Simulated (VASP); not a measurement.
A run of VASP 6.6.1:

INCAR

```
SYSTEM = Te
  PREC = Accurate
  ENCUT = 520
  EDIFF = 1E-7
  ISMEAR = -1
  SIGMA = 0.1
  LREAL = .FALSE.
  LASPH = .TRUE.
  NELM = 100
  ALGO = Normal
  ISIF = 2
  LWAVE = .FALSE.
  LCHARG = .FALSE.
  GGA = PE
  NBANDS = 16
```

File KPOINTS:

```
Automatic mesh
0
G
  8 8 11
  0 0 0
```

POSCAR

```
Te
1.0
    5.4699808858      0.0000000000      0.0000000000
   -2.7349904429      4.7371424053      0.0000000000
    0.0000000000      0.0000000000      3.2297252880
Te
3
Direct
    1.0000000000      0.0000000000      0.0000000000
    0.3333333333      0.6666666667      0.5000000000
    0.6666666667      0.3333333333      0.5000000000
```

Potentials or basis: VASP PAW PBE potentials, release 64 (Te).

The run is started by

```bash
$ cat potpaw_PBE.64/Te/POTCAR > POTCAR
$ mpirun -np 1 vasp_std > vasp.out
```

Hardware: 1 thread of AMD EPYC 7R43 64-Core Processor (Zen 3), on a shared host.

Task: How long does it take, and how much memory?

Result: It took 120 s on 1 thread of AMD EPYC 7R43 64-Core Processor (Zen 3), with other jobs on the host, peak memory 0.19 GiB. Counts: scf iterations 14, k points 60.
